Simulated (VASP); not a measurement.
Input of a VASP 6.6.1 run:

The input POSCAR:

```
CuSi16
1.0
    0.0000000000      5.4300000000      5.4300000000
    5.4300000000      0.0000000000      5.4300000000
    5.4300000000      5.4300000000      0.0000000000
Si Cu
16 1
Direct
    0.0029579438     -0.0042834814     -0.0041761262
    0.1309714512      0.1249544542      0.1250844281
   -0.0021245841     -0.0068367286      0.4978673601
    0.1198318913      0.1236622684      0.6199523579
   -0.0022300852      0.4977416390     -0.0064857464
    0.1196346287      0.6199481225      0.1239790475
   -0.0028758118      0.4966343584      0.4969436729
    0.1216484251      0.6211296287      0.6214587732
    0.5105320753      0.0104389079      0.0104965001
    0.6337634635      0.1346857305      0.1341107645
    0.4957225241     -0.0044415252      0.5033255183
    0.6250683930      0.1248703604      0.6310548739
    0.4954482051      0.5039406873     -0.0046084070
    0.6249230777      0.6311849737      0.1248549313
    0.4937167415      0.4976833703      0.4977035234
    0.6241612519      0.6198344341      0.6196414513
    0.3866461088      0.8887722999      0.8874345772
```

File INCAR.step1:

```
SYSTEM = CuSi16
PREC = Accurate ; ENCUT = 520
ISMEAR = 0 ; SIGMA = 0.02
LREAL = Auto ; LASPH = .True.
NELM = 60 ; NBANDS = 52
NELECT = 74.0 ; GGA = PE
ALGO = Normal ; EDIFF = 1E-4
LWAVE = .True. ; LCHARG = .False.
```

The input INCAR.step2:

```
SYSTEM = CuSi16
PREC = Accurate ; ENCUT = 520
EDIFF = 1E-6 ; ISMEAR = 0
SIGMA = 0.02 ; LREAL = Auto
LASPH = .True. ; NELM = 60
ALGO = Normal ; ISIF = 2
LWAVE = .False. ; LCHARG = .False.
METAGGA = R2SCAN ; LMIXTAU = .True.
IVDW = 12 ; VDW_S6 = 1.0
VDW_S8 = 0.78981345 ; VDW_A1 = 0.49484001
VDW_A2 = 5.73083694 ; NBANDS = 52
NELECT = 74.0 ; ISTART = 1
```

Contents of KPOINTS:

```
regular mesh
0
Gamma
  2 2 2
  0 0 0
```

Potentials or basis: VASP PAW PBE potentials, release 64 (Si, Cu).

Command:

```bash
$ cat potpaw_PBE.64/Si/POTCAR potpaw_PBE.64/Cu/POTCAR > POTCAR
$ cp INCAR.step1 INCAR
$ mpirun -np 1 vasp_std > vasp.out
$ cp INCAR.step2 INCAR
$ mpirun -np 1 vasp_std > vasp.out
```

Question: What does it give for the largest force?

Answer: 0.023 eV/Å.

Question: Estimate the dispersion energy per atom.

Answer: -0.157 eV.

Forces in eV/Å, atoms in the order of the input:
```
Si   0.016 -0.003 -0.002
Si   0.010  0.007  0.005
Si  -0.007 -0.016 -0.007
Si  -0.004 -0.007 -0.004
Si  -0.007 -0.008 -0.016
Si  -0.007 -0.005 -0.007
Si   0.005  0.003  0.004
Si   0.008  0.008  0.008
Si   0.016  0.011  0.014
Si  -0.002  0.000 -0.001
Si  -0.001 -0.003  0.015
Si   0.005  0.006  0.011
Si  -0.001  0.013 -0.002
Si   0.005  0.013  0.006
Si  -0.016 -0.008 -0.008
Si  -0.006 -0.006 -0.008
Cu  -0.013 -0.005 -0.009
```

Caveat: the k points lie up to 0.50 Å⁻¹ apart; the cell carries a net charge on a neutralising background, which shifts energy and pressure; the PAW data sets were made with another functional, which shifts forces and pressure a little.
